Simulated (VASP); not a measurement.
# ZnS (R3m) in VASP: single point with PBEsol

Aim: the single point of ZnS with PBEsol.

Everything below comes from runs of VASP 6.6.1. Logs are shortened: lines on timing, memory, paths and dates and some standing lists are left out, and cuts for length are marked.

## (1) The cell of the first run

Symmetry: R3m, No. 160, trigonal system. The conventional cell has a = 3.806 Å, b = 3.806 Å, c = 28.056 Å, α = 90.00°, β = 90.00°, γ = 120.00°. Zn (site symmetry 3m) has 4 S at 2.33 to 2.34 Å within 3.1 Å. Within 3.1 Å of Zn (site symmetry 3m) lie 4 S at 2.33 Å. Zn (site symmetry 3m) has 4 S at 2.33 to 2.34 Å within 3.1 Å. Within 3.1 Å of S (site symmetry 3m) lie 4 Zn at 2.33 to 2.34 Å. Within 3.1 Å of S (site symmetry 3m) lie 4 Zn at 2.33 to 2.34 Å. S (site symmetry 3m) has 4 Zn at 2.33 Å within 3.1 Å.

## (2) Single point, PBEsol

File INCAR:

```
SYSTEM = ZnS
  ALGO = Normal
  EDIFF = 1E-6
  ENCUT = 500
  GGA = PS
  GGA_COMPAT = .False.
  ISIF = 2
  ISMEAR = 0
  ISYM = -1
  LASPH = .True.
  LCHARG = .False.
  LREAL = Auto
  LWAVE = .False.
  NBANDS = 96
  NELM = 120
  PREC = Accurate
  SIGMA = 0.1
```

File KPOINTS:

```
explicit points
2
Reciprocal
  0.25000000   0.25000000   0.00000000 2
  0.25000000   0.75000000   0.00000000 2
```

File POSCAR:

```
ZnS
1.0
    0.0000000000     -6.5924320200      0.0000000000
    5.7092136021     -3.2962160100      0.0000000000
    0.0000000000     -2.1974773400      9.3519478348
Zn S
9 9
Direct
    0.6666955267      0.6666666667      0.9999134200
    0.3333621933      0.3333333333      0.9999134200
    0.0000288600      0.0000000000      0.9999134200
    0.4443972567      0.6666666667      0.6668082300
    0.1110639233      0.3333333333      0.6668082300
    0.7777305900      1.0000000000      0.6668082300
    0.2220532267      0.6666666667      0.3338403200
    0.8887198933      0.3333333333      0.3338403200
    0.5553865600      1.0000000000      0.3338403200
    0.5833994967      0.6666666667      0.2498015100
    0.2500661633      0.3333333333      0.2498015100
    0.9167328300      0.0000000000      0.2498015100
    0.1388243667      0.6666666667      0.5835269000
    0.8054910333      0.3333333333      0.5835269000
    0.4721577000      0.0000000000      0.5835269000
    0.3613041267      0.6666666667      0.9160876200
    0.0279707933      0.3333333333      0.9160876200
    0.6946374600      1.0000000000      0.9160876200
```

Potentials or basis: VASP PAW PBE potentials, release 64 (Zn, S).

On the command line:

```sh
cat potpaw_PBE.64/Zn/POTCAR potpaw_PBE.64/S/POTCAR > POTCAR
mpirun -np 1 vasp_std > vasp.out
```

OUTCAR:

```text
SYSTEM = ZnS
   EDIFF = 1E-6
   ENCUT = 500
   GGA = PS
   ISIF = 2
   ISMEAR = 0
   ISYM = -1
   LASPH = .True.
   LREAL = Auto
   NELM = 120
   PREC = Accurate

 ion  position               nearest neighbor table
   1  0.667  0.667  1.000-  18 2.33  16 2.33  17 2.33  10 2.34
   2  0.333  0.333  1.000-  17 2.33  18 2.33  16 2.33  11 2.34
   3  0.000  0.000  1.000-  17 2.33  18 2.33  16 2.33  12 2.34
   4  0.444  0.667  0.667-  16 2.33  15 2.33  13 2.33  14 2.33
   5  0.111  0.333  0.667-  17 2.33  14 2.33  15 2.33  13 2.33
   6  0.778  0.000  0.667-  18 2.33  14 2.33  15 2.33  13 2.33
[... 10 lines left out ...]
  17  0.028  0.333  0.916-   5 2.33   3 2.33   2 2.33   1 2.33
  18  0.695  0.000  0.916-   6 2.33   1 2.33   3 2.33   2 2.33

IMPORTANT INFORMATION: All symmetrisations will be switched off!
NOSYMM: (Re-)initialisation of all symmetry stuff for point group C_1.

----------------------------------------------------------------------------------------

                                     Primitive cell

  volume of cell :     351.9849

  direct lattice vectors                    reciprocal lattice vectors
     0.000000000 -6.592432020  0.000000000    -0.087577736 -0.151689088 -0.035643199
     5.709213602 -3.296216010  0.000000000     0.175155471  0.000000000  0.000000000
     0.000000000 -2.197477340  9.351947835     0.000000000  0.000000000  0.106929596

  length of vectors
     6.592432020  6.592432020  9.606655764     0.178745285  0.175155471  0.106929596

  position of ions in fractional coordinates (direct lattice)
     0.666695527  0.666666667  0.999913420
     0.333362193  0.333333333  0.999913420
     0.000028860  0.000000000  0.999913420
     0.444397257  0.666666667  0.666808230
     0.111063923  0.333333333  0.666808230
     0.777730590  0.000000000  0.666808230
[... 10 lines left out ...]
     0.027970793  0.333333333  0.916087620
     0.694637460  0.000000000  0.916087620

  ion indices of the primitive-cell ions
   primitive index   ion index
                 1           1
                 2           2
                 3           3
                 4           4
                 5           5
                 6           6
[... 10 lines left out ...]
                17          17
                18          18

----------------------------------------------------------------------------------------

 KPOINTS: explicit points

Read explicit list of k-points.

 Found      2 k-points:

 Following reciprocal coordinates:
            Coordinates               Weight
  0.250000  0.250000  0.000000      0.500000
  0.250000  0.750000  0.000000      0.500000
   k-points           NKPTS =      2   k-points in BZ     NKDIM =      2   number of bands    NBANDS=     96
   number of dos      NEDOS =    301   number of ions     NIONS =     18
   total plane-waves  NPLWV = 161280
   dimension x,y,z NGX =    48 NGY =   48 NGZ =   70
   dimension x,y,z NGXF=    96 NGYF=   96 NGZF=  140
   ions per type =               9   9
   NGX,Y,Z   is equivalent  to a cutoff of  12.10, 12.10, 12.11 a.u.
   NGXF,Y,Z  is equivalent  to a cutoff of  24.21, 24.21, 24.23 a.u.
 SYSTEM =  ZnS
   PREC   = accura    normal or accurate (medium, high low for compatibility)
   ISTART =      0    job   : 0-new  1-cont  2-samecut
   ICHARG =      2    charge: 1-file 2-atom 10-const
   ISPIN  =      1    spin polarized calculation?
   LNONCOLLINEAR =      F non collinear calculations
   LSORBIT =      F    spin-orbit coupling
   LASPH  =      T    aspherical Exc in radial PAW
   ENCUT  =  500.0 eV  36.75 Ry    6.06 a.u.  12.02 12.02 17.52*2*pi/ulx,y,z
   NELM   =    120;   NELMIN=  2; NELMDL= -5     # of ELM steps
   EDIFF  = 0.1E-05   stopping-criterion for ELM
   LREAL  =      T    real-space projection
   EDIFFG = 0.1E-04   stopping-criterion for IOM
   NSW    =      0    number of steps for IOM
   IBRION =     -1    ionic relax: 0-MD 1-quasi-New 2-CG
   NFREE  =      0    steps in history (QN), initial steepest desc. (CG)
   ISIF   =      2    stress and relaxation
   ISYM   =     -1    0-nonsym 1-usesym 2-fastsym
   POTIM  = 0.5000    time-step for ionic-motion
   TEBEG  =    0.0;   TEEND  =   0.0 temperature during run
   PSTRESS=    0.0 pullay stress
   NELECT =     162.0000    total number of electrons
   NUPDOWN=      -1.0000    fix difference up-down
   EMIN   =  10.00;   EMAX   =-10.00  energy-range for DOS
   EFERMI =   0.00;   METHOD = LEGACY
   ISMEAR =     0;   SIGMA  =   0.10  broadening in eV -4-tet -1-fermi 0-gaus
   EFERMI_NEDOS =   21; number of points for ismear=-14 and -15
   IALGO  =     38    algorithm
   IMIX   =      4    mixing-type and parameters
     AMIX     =   0.40;   BMIX     =  1.00
     AMIX_MAG =   1.60;   BMIX_MAG =  1.00
  volume/ion in A,a.u.               =      19.55       131.96
  Fermi-wavevector in a.u.,A,eV,Ry     =   1.263975  2.388566 21.737115  1.597633
  Thomas-Fermi vector in A             =   2.397304
   LORBIT       =      0    0 simple, 1 ext, 2 COOP (PROOUT), +10 PAW based schemes
   GGA     = PS    functional components
   LHFCALC =     F    Hartree Fock is set to
   AEXX    =    0.0000 exact exchange contribution
   IVDW    =     0    specifies the selected vdW correction
   LEPSILON=     F    determine dielectric tensor
   LRPA    =     F    only Hartree local field effects (RPA)
 non-spin polarized calculation
 Gauss-broadening in eV      SIGMA  =   0.10
  energy-cutoff  :      500.00
  volume of cell :      351.98
 maximum number of plane-waves:      8952
 NGX is ok and might be reduce to    48
   NGX = 25   NGY = 25   NGZ = 35

 number of electron     162.0000035 magnetization

 Free energy of the ion-electron system (eV)
  ---------------------------------------------------
  ext. energy  EPLUGINS =         0.00000000
  ---------------------------------------------------
  free energy    TOTEN  =       -68.35268853 eV

  energy without entropy =      -68.35268853  energy(sigma->0) =      -68.35268853

 E-fermi :   2.3837     XC(G=0):  -9.8883

 val. band max:        1.8996009514   @ k =   0.2500   0.2500   0.0000
 cond. band min:       5.1959565186   @ k =   0.2500   0.2500   0.0000
 fundamental gap:      3.2963555671
 Fermi energy:         2.3836548749

 k-point     1 :       0.2500    0.2500    0.0000
  band No.  band energies     occupation
      1     -10.9839      2.00000
      2     -10.4201      2.00000
      3     -10.2742      2.00000
      4     -10.1745      2.00000
      5     -10.0960      2.00000
      6     -10.0137      2.00000
[... 85 lines left out ...]
     92       7.5560      0.00000
     93       7.8421      0.00000

 k-point     2 :       0.2500    0.7500    0.0000
  band No.  band energies     occupation
      1     -10.7310      2.00000
      2     -10.3518      2.00000
      3     -10.3124      2.00000
      4     -10.2371      2.00000
      5     -10.1251      2.00000
      6     -10.1237      2.00000
[... 85 lines left out ...]
     92       7.1271      0.00000
     93       7.5260      0.00000
 [bands above 93 left out]

------------------------ aborting loop because EDIFF is reached ----------------------------------------

  FORCE on cell =-STRESS in cart. coord.  units (eV):
  Direction    XX          YY          ZZ          XY          YZ          ZX
  --------------------------------------------------------------------------------------
  -------------------------------------------------------------------------------------
  Total       -2.1670965     -2.0340498     -3.8810651     -0.1763976     -0.5085319      0.0082588
  in kB       -9.8642669     -9.2586600    -17.6659697     -0.8029329     -2.3147537      0.0375926
  external PRESSURE =     -12.2629655 kB  Pullay stress =       0.0000000 kB

 VOLUME and BASIS-vectors are now :
 -----------------------------------------------------------------------------
  energy-cutoff  :      500.00
  volume of cell :      351.98
      direct lattice vectors                 reciprocal lattice vectors
     0.000000000 -6.592432020  0.000000000    -0.087577736 -0.151689088 -0.035643199
     5.709213602 -3.296216010  0.000000000     0.175155471  0.000000000  0.000000000
     0.000000000 -2.197477340  9.351947835     0.000000000  0.000000000  0.106929596

 POSITION                                       TOTAL-FORCE (eV/Angst)
 -----------------------------------------------------------------------------------
      3.80614     -8.78991      9.35114        -0.009781      0.011263      0.011119
      1.90307     -5.49369      9.35114        -0.009792      0.011264      0.011119
      0.00000     -2.19748      9.35114        -0.009785      0.011275      0.011122
      3.80614     -6.59243      6.23596        -0.010516      0.004880     -0.021406
      1.90307     -3.29622      6.23596        -0.010498      0.004891     -0.021403
      0.00000     -6.59243      6.23596        -0.010501      0.004868     -0.021397
[... 10 lines left out ...]
      1.90307     -3.29622      8.56720         0.007669     -0.007864      0.022382
      0.00000     -6.59243      8.56720         0.007594     -0.007930      0.022368
 -----------------------------------------------------------------------------------
    total drift:                                0.000003     -0.004406     -0.001076

  FREE ENERGIE OF THE ION-ELECTRON SYSTEM (eV)
  ---------------------------------------------------
  free  energy   TOTEN  =       -68.3526885326 eV

  energy  without entropy=      -68.3526885326  energy(sigma->0) =      -68.35268853
```

Run time: 2 min. Hardware: 1 thread of Intel Xeon Platinum 8259CL at 2.50GHz (Skylake/Cascade Lake), shared host; peak memory 0.39 GiB.

What came out:

```yaml
Free_energy: -68.3527 eV
Pressure: -1.2 GPa
Largest_force: 0.044 eV/Å
Band_gap_on_the_k_mesh: 3.30 eV
```

Forces on the atoms (eV/Å):
```
Zn  -0.010  0.011  0.011
Zn  -0.010  0.011  0.011
Zn  -0.010  0.011  0.011
Zn  -0.011  0.005 -0.021
Zn  -0.010  0.005 -0.021
Zn  -0.011  0.005 -0.021
Zn   0.011  0.017 -0.007
Zn   0.011  0.017 -0.007
Zn   0.011  0.017 -0.007
S   -0.010  0.015  0.009
S   -0.010  0.015  0.009
S   -0.010  0.015  0.009
S    0.011 -0.040 -0.014
S    0.011 -0.040 -0.014
S    0.011 -0.040 -0.014
S    0.008 -0.008  0.022
S    0.008 -0.008  0.022
S    0.008 -0.008  0.022
```

Caveat: the PAW data sets were made with another functional, which shifts forces and pressure a little; a shifted mesh leaves out Γ, where band edges can lie.
